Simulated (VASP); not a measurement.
A run of VASP 6.6.1 is set up as follows.

The input INCAR:

```
  ALGO = Normal
  EDIFF = 1E-7
  ENCUT = 520
  GGA = PE
  ISIF = 2
  ISMEAR = -1
  ISYM = 0
  LASPH = True
  LCHARG = False
  LREAL = Auto
  LWAVE = False
  NBANDS = 56
  NELM = 60
  PREC = Accurate
  SIGMA = 0.05
```

File KPOINTS:

```
k-points
0
Gamma
  1 1 1
```

Contents of POSCAR:

```
Li6ZnCl8
1.0
    6.7842910000     -0.0457590000      0.3057740000
   -0.0457590000      6.9340140000      0.0689130000
    0.3057740000      0.0689130000      6.9022230000
Zn Cl Li
1 8 6
Direct
   -0.0287434866      0.6057855673      0.9648705222
    0.0715733618      0.1093692076      0.4860259900
    0.7917424960      0.4262596978      0.7614765410
    1.0586381968      0.9188649736      0.9430388184
    0.2908692898      0.6053171402      0.4851387029
    0.5819205304      0.9279163163      0.7121642309
    0.5905758834      0.1248557736      0.2302537985
    0.7952598943      0.6366760525      0.2763286472
    0.2384028416      0.4139665496      0.0112058003
    0.7834405047      0.9253316336      0.4200942050
    0.3299299828      0.1814252024      0.7956753113
   -0.0039377799      0.4419144652      0.4728675702
    0.7676332377      0.0895002287      0.9266653635
    0.4896915634      0.4522658172      0.2386964399
    0.3783653895      0.9530403712      0.4333339897
```

Potentials or basis: VASP PAW PBE potentials, release 64 (Zn, Cl, Li_sv).

The run is started by

```bash
$ cat potpaw_PBE.64/Zn/POTCAR potpaw_PBE.64/Cl/POTCAR potpaw_PBE.64/Li_sv/POTCAR > POTCAR
$ mpirun -np 1 vasp_gam > vasp.out
```

Problem. What does it give for the largest force?

Solution. 0.851 eV/Å.

Forces on the atoms (eV/Å):
```
Zn   0.063 -0.051 -0.118
Cl   0.204  0.171 -0.102
Cl  -0.010  0.090  0.625
Cl   0.006 -0.063  0.047
Cl   0.222  0.106 -0.068
Cl  -0.467  0.307 -0.034
Cl   0.140  0.322 -0.333
Cl  -0.101 -0.507 -0.407
Cl   0.214 -0.027  0.164
Li   0.453  0.470  0.266
Li  -0.190 -0.385 -0.186
Li   0.218 -0.138 -0.070
Li   0.133  0.068 -0.209
Li  -0.235  0.134  0.190
Li  -0.650 -0.497  0.234
```

Caveat: the k points lie up to 0.93 Å⁻¹ apart; the atoms stand as in a frame of molecular dynamics.
